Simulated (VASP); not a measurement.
Write the native input for VASP 6.6.1 that does the following.

- Task: single point
- Functional: PBE
- Potentials or basis: VASP PAW PBE potentials, release 64 (Nb_sv, As)
- Cutoff: 520 eV
- k mesh: 11 × 11 × 11
- Occupations: fermi-dirac, width 0.05 eV
- Spin: no spin polarisation
- Dipole correction: no
- Further INCAR settings: ALGO = Normal; EDIFF = 1e-06; NBANDS = 16

The structure of NbAs (rocksalt type) lies in POSCAR:

```
NbAs
1.0
    0.0000000000      2.5842153857      2.5842153857
    2.5842153857      0.0000000000      2.5842153857
    2.5842153857      2.5842153857      0.0000000000
Nb As
1 1
Direct
    0.0000000000      0.0000000000      0.0000000000
    0.5000000000      0.5000000000      0.5000000000
```

This cell differs from its parent crystal: volume scaled by 0.9405.

One way to write it, as run:

INCAR

```
SYSTEM = NbAs
ALGO = Normal ; EDIFF = 1E-6
ENCUT = 520 ; GGA = PE
ISIF = 2 ; ISMEAR = -1
LASPH = .TRUE. ; LCHARG = .TRUE.
LELF = .TRUE. ; LREAL = .FALSE.
LVHAR = .TRUE. ; LWAVE = .FALSE.
NBANDS = 16 ; NELM = 80
PREC = Accurate ; SIGMA = 0.05
```

KPOINTS

```
k-points
0
G
  11 11 11
  0 0 0
```

Potentials or basis: VASP PAW PBE potentials, release 64 (Nb_sv, As).

Launch:

```sh
$ cat potpaw_PBE.64/Nb_sv/POTCAR potpaw_PBE.64/As/POTCAR > POTCAR
$ mpirun -np 1 vasp_std > vasp.out
```

Results of the run:

| Item | Value |
| --- | --- |
| Pressure | 10.2 GPa |
| Band gap on the k mesh | zero (band 9 reaches 11.09 eV, above the bottom of band 10 at 9.13 eV) |

Wall time 15 s on 1 thread of Intel(R) Xeon(R) 6975P-C (Granite Rapids), on a shared host, peak memory 0.17 GiB.
